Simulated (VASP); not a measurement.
# InP (Fm-3m) in VASP: notebook, part 2 of 2

VASP 6.6.1. The steps go on from the part before.

## 3. Single point, PBE

This run uses another cell than the first one, of 21.23 Å³/atom, 0.943 times its volume.

Input file INCAR:

```
  ALGO = Normal
  EDIFF = 1E-7
  ENCUT = 520
  GGA = PE
  ISIF = 2
  ISMEAR = 0
  LASPH = True
  LCHARG = False
  LREAL = False
  LWAVE = False
  NBANDS = 16
  NELM = 80
  PREC = Accurate
  SIGMA = 0.027000000000000003
```

Input file KPOINTS:

```
k-points
0
Gamma
  8 8 8
```

Input file POSCAR:

```
InP
1.0
    0.0000000000      2.7688340000      2.7688340000
    2.7688340000      0.0000000000      2.7688340000
    2.7688340000      2.7688340000      0.0000000000
In P
1 1
Direct
    0.0000000000      0.0000000000      0.0000000000
    0.5000000000      0.5000000000      0.5000000000
```

Potentials or basis: VASP PAW PBE potentials, release 64 (In_d, P).

On the command line:

```console
$ cat potpaw_PBE.64/In_d/POTCAR potpaw_PBE.64/P/POTCAR > POTCAR
$ mpirun -np 1 vasp_std > vasp.out
```

OUTCAR:

```text
EDIFF = 1E-7
   ENCUT = 520
   GGA = PE
   ISIF = 2
   ISMEAR = 0
   LASPH = True
   LREAL = False
   NELM = 80
   PREC = Accurate

 ion  position               nearest neighbor table
   1  0.000  0.000  0.000-   2 2.77   2 2.77   2 2.77   2 2.77   2 2.77   2 2.77
   2  0.500  0.500  0.500-   1 2.77   1 2.77   1 2.77   1 2.77   1 2.77   1 2.77

  LATTYP: Found a face centered cubic cell.
 ALAT       =     5.5376680000

  Lattice vectors:

 A1 = (   0.0000000000,   2.7688340000,   2.7688340000)
 A2 = (   2.7688340000,   0.0000000000,   2.7688340000)
 A3 = (   2.7688340000,   2.7688340000,   0.0000000000)

Analysis of symmetry for initial positions (statically):
=====================================================================
 Subroutine PRICEL returns:
 Original cell was already a primitive cell.

 Routine SETGRP: Setting up the symmetry group for a
 face centered cubic supercell.

 Subroutine GETGRP returns: Found 48 space group operations
 (whereof 48 operations were pure point group operations)
 out of a pool of 48 trial point group operations.

The static configuration has the point symmetry O_h .

Analysis of symmetry for dynamics (positions and initial velocities):
=====================================================================
 Subroutine PRICEL returns:
 Original cell was already a primitive cell.

 Routine SETGRP: Setting up the symmetry group for a
 face centered cubic supercell.

 Subroutine GETGRP returns: Found 48 space group operations
 (whereof 48 operations were pure point group operations)
 out of a pool of 48 trial point group operations.

The dynamic configuration has the point symmetry O_h .

 Subroutine INISYM returns: Found 48 space group operations
 (whereof 48 operations are pure point group operations),
 and found     1 'primitive' translations

----------------------------------------------------------------------------------------

[... 105 lines left out ...]
   EMIN   =  10.00;   EMAX   =-10.00  energy-range for DOS
   EFERMI =   0.00;   METHOD = LEGACY
   ISMEAR =     0;   SIGMA  =   0.03  broadening in eV -4-tet -1-fermi 0-gaus
   EFERMI_NEDOS =   21; number of points for ismear=-14 and -15
   IALGO  =     38    algorithm
   IMIX   =      4    mixing-type and parameters
     AMIX     =   0.40;   BMIX     =  1.00
     AMIX_MAG =   1.60;   BMIX_MAG =  1.00
  volume/ion in A,a.u.               =      21.23       143.25
  Fermi-wavevector in a.u.,A,eV,Ry     =   1.229869  2.324115 20.579860  1.512577
  Thomas-Fermi vector in A             =   2.364739
   LORBIT       =      0    0 simple, 1 ext, 2 COOP (PROOUT), +10 PAW based schemes
   GGA     = PE    functional components
   LHFCALC =     F    Hartree Fock is set to
   AEXX    =    0.0000 exact exchange contribution
   IVDW    =     0    specifies the selected vdW correction
   LEPSILON=     F    determine dielectric tensor
   LRPA    =     F    only Hartree local field effects (RPA)
 non-spin polarized calculation
 Gauss-broadening in eV      SIGMA  =   0.03
  energy-cutoff  :      520.00
  volume of cell :       42.45
 maximum number of plane-waves:      1162
 NGX is ok and might be reduce to    30
   NGX = 15   NGY = 15   NGZ = 15

 number of electron      18.0000009 magnetization

 Free energy of the ion-electron system (eV)
  ---------------------------------------------------
  ext. energy  EPLUGINS =         0.00000000
  ---------------------------------------------------
  free energy    TOTEN  =        -7.90850366 eV

  energy without entropy =       -7.90830601  energy(sigma->0) =       -7.90840483

 E-fermi :   7.1518     XC(G=0): -10.3951

 val. band max:        7.1267304248   @ k =  -0.3750   0.5000   0.1250
 cond. band min:       7.1962409837   @ k =  -0.3750   0.3750   0.0000
 fundamental gap:      0.0695105589
 Fermi energy:         7.1517603540

 k-point     1 :       0.0000    0.0000    0.0000
  band No.  band energies     occupation
      1      -7.2110      2.00000
      2      -7.2110      2.00000
      3      -7.1922      2.00000
      4      -7.1922      2.00000
      5      -7.1922      2.00000
      6      -4.9589      2.00000
[... 433 lines left out ...]
      3      -7.1783      2.00000
      4      -7.1443      2.00000
      5      -7.1033      2.00000
      6      -2.3717      2.00000
[... 8 lines left out ...]
     15      17.1235      0.00000
     16      19.8112      0.00000

 [... further k-points ...]
[... 5 lines left out ...]
  --------------------------------------------------------------------------------------
  -------------------------------------------------------------------------------------
  Total       -0.0324000     -0.0324000     -0.0324000     -0.0000000     -0.0000000      0.0000000
  in kB       -1.2227414     -1.2227414     -1.2227414     -0.0000000     -0.0000000      0.0000000
  external PRESSURE =      -1.2227414 kB  Pullay stress =       0.0000000 kB

 VOLUME and BASIS-vectors are now :
 -----------------------------------------------------------------------------
  energy-cutoff  :      520.00
  volume of cell :       42.45
      direct lattice vectors                 reciprocal lattice vectors
     0.000000000  2.768834000  2.768834000    -0.180581429  0.180581429  0.180581429
     2.768834000  0.000000000  2.768834000     0.180581429 -0.180581429  0.180581429
     2.768834000  2.768834000  0.000000000     0.180581429  0.180581429 -0.180581429

 POSITION                                       TOTAL-FORCE (eV/Angst)
 -----------------------------------------------------------------------------------
      0.00000      0.00000      0.00000         0.000000     -0.000000      0.000000
      2.76883      2.76883      2.76883        -0.000000      0.000000     -0.000000
 -----------------------------------------------------------------------------------
    total drift:                               -0.000000      0.000000      0.000000

  FREE ENERGIE OF THE ION-ELECTRON SYSTEM (eV)
  ---------------------------------------------------
  free  energy   TOTEN  =        -7.9085036618 eV

  energy  without entropy=       -7.9083060060  energy(sigma->0) =       -7.90840483
```

stdout:

```text
POSCAR found type information on POSCAR InP
 POSCAR found :  2 types and       2 ions
 scaLAPACK will be used
 LDA part: xc-table for (Slater+PW92), standard interpolation
 POSCAR, INCAR and KPOINTS ok, starting setup
 FFT: planning ... GRIDC
 FFT: planning ... GRID_SOFT
 FFT: planning ... GRID
 WAVECAR not read
 entering main loop
```

Wall time 10 s (1 thread of Intel Xeon 6975P-C (Granite Rapids), shared host); peak memory 0.17 GiB.

Results:

```
Free energy            : -7.9085 eV
Pressure               : -0.1 GPa
Band gap on the k mesh : zero (band 9 reaches 7.35 eV, above the bottom of band 10 at 4.72 eV)
```

Levels at points of the mesh, in eV from the Fermi level:
```
           k point  band 5  band 6  band 7  band 8  band 9  band 10  band 11  band 12  band 13  band 14
(0.00, 0.00, 0.00)  -14.34  -12.11   -0.37   -0.37   -0.37     0.42     6.99     6.99     6.99     8.36
(0.50, 0.00, 0.00)  -14.26  -10.03   -6.75    0.05    0.05     2.38     3.29     3.29     5.08    11.01
(0.50, 0.50, 0.00)  -14.23   -8.93   -5.05   -2.62   -2.43    -2.43     3.73     9.76     9.76    10.07
```

Caveat: spin-orbit coupling is left out, which moves the levels of the heavy elements.

## 4. Single point, PBE

This run uses another cell than the first one, of 21.23 Å³/atom, 0.943 times its volume.

Input file INCAR:

```
PREC = Accurate
ENCUT = 520
EDIFF = 1E-6
ISMEAR = 0
SIGMA = 0.028000000000000004
LREAL = F
LASPH = T
NELM = 100
ALGO = Normal
ISIF = 2
LWAVE = F
LCHARG = F
GGA = PE
NBANDS = 16
```

Input file KPOINTS:

```
Automatic mesh
0
Gamma
  8 8 8
```

POSCAR is that of step 3.

On the command line:

```console
$ cat potpaw_PBE.64/In_d/POTCAR potpaw_PBE.64/P/POTCAR > POTCAR
$ mpirun -np 1 vasp_std > vasp.out
```

Wall time 9.1 s (1 thread of Intel Xeon 6975P-C (Granite Rapids), shared host); peak memory 0.17 GiB.

The run converged. Its results:

* Free energy: -7.9085 eV
* Pressure: -0.1 GPa
* Band gap on the k mesh: zero (band 9 reaches 7.35 eV, above the bottom of band 10 at 4.72 eV)

Levels at points of the mesh, in eV from the Fermi level:
```tsv
k point	band 5	band 6	band 7	band 8	band 9	band 10	band 11	band 12	band 13	band 14
(0.00, 0.00, 0.00)	-14.34	-12.11	-0.38	-0.38	-0.38	0.42	6.99	6.99	6.99	8.36
(0.50, 0.00, 0.00)	-14.26	-10.03	-6.75	0.05	0.05	2.38	3.29	3.29	5.08	11.01
(0.50, 0.50, 0.00)	-14.23	-8.93	-5.05	-2.62	-2.43	-2.43	3.73	9.76	9.76	10.07
```

Caveat: spin-orbit coupling is left out, which moves the levels of the heavy elements.

## 5. Single point, BLYP

This run uses another cell than the first one, of 22.95 Å³/atom, 1.020 times its volume.

Input file INCAR:

```
  PREC = Accurate
  ENCUT = 520
  EDIFF = 1E-6
  ISMEAR = -1
  SIGMA = 0.05
  LREAL = False
  LASPH = True
  NELM = 100
  ALGO = Normal
  ISIF = 2
  LWAVE = False
  LCHARG = False
  GGA = B5
  ALDAX = 1.0
  AGGAX = 1.0
  AGGAC = 1.0
  ALDAC = 0.0
  NBANDS = 16
```

Input file KPOINTS:

```
regular mesh
0
Gamma
  8 8 8
```

Input file POSCAR:

```
InP
1.0
    0.0000000000      2.8418833049      2.8418833049
    2.8418833049      0.0000000000      2.8418833049
    2.8418833049      2.8418833049      0.0000000000
In P
1 1
Direct
    0.0000000000      0.0000000000      0.0000000000
    0.5000000000      0.5000000000      0.5000000000
```

Potentials or basis: VASP PAW PBE potentials, release 64 (In_d, P).

On the command line:

```console
$ cat potpaw_PBE.64/In_d/POTCAR potpaw_PBE.64/P/POTCAR > POTCAR
$ mpirun -np 1 vasp_std > vasp.out
```

OUTCAR:

```text
PREC = Accurate
   ENCUT = 520
   EDIFF = 1E-6
   ISMEAR = -1
   LREAL = False
   LASPH = True
   NELM = 100
   ISIF = 2
   GGA = B5

 ion  position               nearest neighbor table
   1  0.000  0.000  0.000-   2 2.84   2 2.84   2 2.84   2 2.84   2 2.84   2 2.84
   2  0.500  0.500  0.500-   1 2.84   1 2.84   1 2.84   1 2.84   1 2.84   1 2.84

  LATTYP: Found a face centered cubic cell.
 ALAT       =     5.6837666098

  Lattice vectors:

 A1 = (   0.0000000000,   2.8418833049,   2.8418833049)
 A2 = (   2.8418833049,   0.0000000000,   2.8418833049)
 A3 = (   2.8418833049,   2.8418833049,   0.0000000000)

Analysis of symmetry for initial positions (statically):
=====================================================================
 Subroutine PRICEL returns:
 Original cell was already a primitive cell.

 Routine SETGRP: Setting up the symmetry group for a
 face centered cubic supercell.

 Subroutine GETGRP returns: Found 48 space group operations
 (whereof 48 operations were pure point group operations)
 out of a pool of 48 trial point group operations.

The static configuration has the point symmetry O_h .

Analysis of symmetry for dynamics (positions and initial velocities):
[... 154 lines left out ...]
  ---------------------------------------------------
  free energy    TOTEN  =        -6.44150583 eV

  energy without entropy =       -6.42734200  energy(sigma->0) =       -6.43442392

 E-fermi :   6.6228     XC(G=0):  -9.4001

 val. band max:        6.6096976893   @ k =   0.3750   0.0000   0.0000
 cond. band min:       6.6432708693   @ k =  -0.3750   0.3750   0.0000
 fundamental gap:      0.0335731799
 Fermi energy:         6.6227915204

 k-point     1 :       0.0000    0.0000    0.0000
  band No.  band energies     occupation
      1      -7.6528      2.00000
      2      -7.6528      2.00000
      3      -7.6344      2.00000
      4      -7.6344      2.00000
      5      -7.6344      2.00000
      6      -4.8689      2.00000
[... 433 lines left out ...]
      3      -7.6209      2.00000
      4      -7.5973      2.00000
      5      -7.5679      2.00000
      6      -2.6778      2.00000
[... 8 lines left out ...]
     15      16.5816      0.00000
     16      19.0495      0.00000

 [... further k-points ...]
[... 5 lines left out ...]
  --------------------------------------------------------------------------------------
  -------------------------------------------------------------------------------------
  Total        0.0189118      0.0189118      0.0189118      0.0000000      0.0000000     -0.0000000
  in kB        0.6600785      0.6600785      0.6600785      0.0000000      0.0000000     -0.0000000
  external PRESSURE =       0.6600785 kB  Pullay stress =       0.0000000 kB

 VOLUME and BASIS-vectors are now :
 -----------------------------------------------------------------------------
  energy-cutoff  :      520.00
  volume of cell :       45.90
      direct lattice vectors                 reciprocal lattice vectors
     0.000000000  2.841883305  2.841883305    -0.175939666  0.175939666  0.175939666
     2.841883305  0.000000000  2.841883305     0.175939666 -0.175939666  0.175939666
     2.841883305  2.841883305  0.000000000     0.175939666  0.175939666 -0.175939666

 POSITION                                       TOTAL-FORCE (eV/Angst)
 -----------------------------------------------------------------------------------
      0.00000      0.00000      0.00000         0.000000      0.000000      0.000000
      2.84188      2.84188      2.84188        -0.000000     -0.000000     -0.000000
 -----------------------------------------------------------------------------------
    total drift:                               -0.000000      0.000000      0.000000

  FREE ENERGIE OF THE ION-ELECTRON SYSTEM (eV)
  ---------------------------------------------------
  free  energy   TOTEN  =        -6.4415058348 eV

  energy  without entropy=       -6.4273419983  energy(sigma->0) =       -6.43442392
```

OSZICAR:

```text
N       E                     dE             d eps       ncg     rms          rms(c)
DAV:   1     0.110418426724E+03    0.11042E+03   -0.85541E+03   960   0.133E+03
DAV:   2     0.327338198342E-01   -0.11039E+03   -0.10560E+03  1048   0.302E+02
DAV:   3    -0.666330913344E+01   -0.66960E+01   -0.66476E+01  1280   0.708E+01
DAV:   4    -0.683921252699E+01   -0.17590E+00   -0.17583E+00  1168   0.119E+01
DAV:   5    -0.684691487559E+01   -0.77023E-02   -0.77021E-02  1360   0.208E+00    0.394E+00
DAV:   6    -0.643858967435E+01    0.40833E+00   -0.81229E-01  1384   0.131E+01    0.199E+00
DAV:   7    -0.643878774347E+01   -0.19807E-03   -0.99901E-02  1200   0.216E+00    0.966E-01
DAV:   8    -0.644165729258E+01   -0.28695E-02   -0.10316E-02  1256   0.127E+00    0.180E-01
DAV:   9    -0.644149009936E+01    0.16719E-03   -0.27716E-03  1424   0.720E-01    0.976E-02
DAV:  10    -0.644148328876E+01    0.68106E-05   -0.31401E-04  1344   0.192E-01    0.601E-02
DAV:  11    -0.644150983328E+01   -0.26545E-04   -0.52124E-05  1048   0.513E-02    0.140E-02
DAV:  12    -0.644150599830E+01    0.38350E-05   -0.14435E-05  1376   0.250E-02    0.552E-03
DAV:  13    -0.644150583480E+01    0.16351E-06   -0.10352E-06   800   0.847E-03
   1 F= -.64415058E+01 E0= -.64344239E+01  d E =-.141638E-01
```

It took 15 s on 1 thread of Intel Xeon 6975P-C (Granite Rapids), shared host; peak memory 0.16 GiB.

What came out:

```
Free energy            : -6.4415 eV
Pressure               : 0.1 GPa
Band gap on the k mesh : zero (band 9 reaches 6.83 eV, above the bottom of band 10 at 4.52 eV)
```

Caveat: the PAW data sets were made with another functional, which shifts forces and pressure a little; spin-orbit coupling is left out, which moves the levels of the heavy elements.

## 6. Relaxation of cell and atoms, revPBE

This run uses another cell than the first one, of 21.23 Å³/atom, 0.943 times its volume.

Input file INCAR:

```
  PREC = Accurate
  ENCUT = 600
  EDIFF = 1E-6
  ISMEAR = -1
  SIGMA = 0.05
  LREAL = F
  LASPH = T
  NELM = 80
  ALGO = Normal
  ISIF = 3
  LWAVE = F
  LCHARG = F
  GGA = RE
  IBRION = 2
  NSW = 60
  EDIFFG = -0.01
```

Input file KPOINTS:

```
Automatic mesh
0
Gamma
  8 8 8
```

Input file POSCAR:

```
InP
1.0
    0.0000000000      2.7688340000      2.7688340000
    2.7688340000      0.0000000000      2.7688340000
    2.7688340000      2.7688340000      0.0000000000
In P
1 1
Direct
    0.0000000000      0.0000000000      0.0000000000
    0.5000000000      0.5000000000      0.5000000000
```

Potentials or basis: VASP PAW PBE potentials, release 64 (In_d, P).

On the command line:

```console
$ cat potpaw_PBE.64/In_d/POTCAR potpaw_PBE.64/P/POTCAR > POTCAR
$ mpirun -np 1 vasp_std > vasp.out
```

Wall time 15 s (1 thread of Intel Xeon 6975P-C (Granite Rapids), shared host); peak memory 0.19 GiB.

The run converged. Its results:

| Property | Result |
| --- | --- |
| Free energy | -7.2936 eV |
| Relaxed volume | 21.61 Å³/atom |
| Relaxed cell | a = 3.939 Å, b = 3.939 Å, c = 3.939 Å, α = 60.00°, β = 60.00°, γ = 60.00° |
| Space group after relaxing (to 0.05 Å) | Fm-3m (No. 225) |
| Energy gained by relaxing | 1.5 meV/atom |
| Ionic steps | 3 |
| Pressure after relaxing | 0.0 GPa |
| Band gap on the k mesh | zero (band 9 reaches 7.19 eV, above the bottom of band 10 at 4.64 eV) |

Step by step:
| step | energy change (eV) | largest force (eV/Å) | pressure (GPa) | volume (Å³) |
| --- | --- | --- | --- | --- |
| 1 | 0.0000 | 0.0000 | 1.29 | 42.45 |
| 2 | -0.0026 | 0.0000 | -0.48 | 43.51 |
| 3 | -0.0030 | 0.0000 | 0.01 | 43.21 |

Final structure:
```cif
data_structure
_symmetry_space_group_name_H-M 'P 1'
_symmetry_Int_Tables_number 1
_cell_length_a 3.9389
_cell_length_b 3.9389
_cell_length_c 3.9389
_cell_angle_alpha 60.000
_cell_angle_beta 60.000
_cell_angle_gamma 60.000
_cell_volume 43.21
loop_
_atom_site_label
_atom_site_type_symbol
_atom_site_fract_x
_atom_site_fract_y
_atom_site_fract_z
_atom_site_occupancy
In1 In 0.00000 0.00000 0.00000 1
P1 P 0.50000 0.50000 0.50000 1
```

Levels at points of the mesh, in eV from the Fermi level:
```tsv
k point	band 6	band 7	band 8	band 9	band 10	band 11	band 12	band 13
(0.00, 0.00, 0.00)	-11.97	-0.36	-0.36	-0.36	0.35	6.97	6.97	6.97
(0.50, 0.00, 0.00)	-9.95	-6.62	0.04	0.04	2.42	3.33	3.33	5.00
(0.50, 0.50, 0.00)	-8.91	-4.93	-2.58	-2.37	-2.37	3.78	9.67	9.67
```

Caveat: the PAW data sets were made with another functional, which shifts forces and pressure a little; spin-orbit coupling is left out, which moves the levels of the heavy elements.

## 7. Overview

| task | level | potentials or basis | cell | cutoff (eV) | smearing | gap on the mesh (eV) | pressure (GPa) |
| --- | --- | --- | --- | --- | --- | --- | --- |
| single point | LDA | VASP PAW LDA potentials, release 64 (In_d, P) | a = 3.993 Å, angles 60.0°, 2 atoms | 520 | fermi-dirac 0.05 eV | none | -8.2 |
| single point | PBE | VASP PAW PBE potentials, release 64 (In_d, P) | a = 3.916 Å, angles 60.0°, 2 atoms | 520 | gaussian 0.027 eV | none | -0.1 |
| single point | PBE | VASP PAW PBE potentials, release 64 (In_d, P) | a = 3.916 Å, angles 60.0°, 2 atoms | 520 | gaussian 0.028 eV | none | -0.1 |
| single point | BLYP | VASP PAW PBE potentials, release 64 (In_d, P) | a = 4.019 Å, angles 60.0°, 2 atoms | 520 | fermi-dirac 0.05 eV | none | 0.1 |
| relaxation of cell and atoms | revPBE | VASP PAW PBE potentials, release 64 (In_d, P) | relaxed from a = 3.916 Å, angles 60.0°, 2 atoms | 600 | fermi-dirac 0.05 eV | none | 0.0 |

Alike in all rows: no spin polarisation; k mesh 8 × 8 × 8.

Caveats: spin-orbit coupling is left out, which moves the levels of the heavy elements; the PAW data sets were made with another functional, which shifts forces and pressure a little (some runs).

Total energies depend on the potentials used, so only differences within one code and one set of settings carry meaning.
